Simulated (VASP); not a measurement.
Set up this calculation in VASP 6.6.1, as the native input.

| Item | Value |
| --- | --- |
| Task | electric field gradients |
| Functional | PBE |
| Potentials or basis | VASP PAW PBE potentials, release 64 (Si) |
| Cutoff | 520 eV |
| k mesh | 16 × 16 × 11 |
| Occupations | fermi-dirac, width 0.08 eV |
| Spin | no spin polarisation |
| Dipole correction | no |
| Further INCAR settings | ALGO = Normal; EDIFF = 1e-08; NBANDS = 11; ISYM = 0 |

The structure of Si lies in POSCAR:

```
Si
1.0
   -2.2282610716      2.3445741218      1.2621203315
    2.2282610716     -2.3445741218      1.2621203315
    2.2282610716      2.3445741218     -1.2621203315
Si
2
Direct
    0.8070000000      0.5570000000      0.2500000000
    0.1930000000      0.4430000000      0.7500000000
```

These files were run (other wordings do the same):

INCAR

```
SYSTEM = Si
PREC = Accurate
ENCUT = 520
EDIFF = 1E-8
ISMEAR = -1
SIGMA = 0.08
LREAL = .FALSE.
LASPH = .TRUE.
NELM = 60
ALGO = Normal
ISIF = 2
LWAVE = .FALSE.
LCHARG = .FALSE.
GGA = PE
LEFG = .TRUE.
ISYM = 0
NBANDS = 11
```

KPOINTS

```
regular mesh
0
G
  16 16 11
  0 0 0
```

Potentials or basis: VASP PAW PBE potentials, release 64 (Si).

The run is started by

```sh
$ cat potpaw_PBE.64/Si/POTCAR > POTCAR
$ mpirun -np 1 vasp_std > vasp.out
```

Results of the run:

The pressure is 21.3 GPa, the largest force is 0.031 eV/Å and the band gap on the k mesh is zero (bands 4 and 5 overlap by 7.68 eV). The largest electric field gradient by atom is Si -27.5 V/Å².

Caveat: the cell stands under pressure; without QUAD_EFG the Cq values of the log hold for a quadrupole moment of 1 mb, not for the nuclei.

Wall time 13 min on 1 thread of Oxide Virtual Turin-like Processor, on a shared host, peak memory 0.38 GiB.
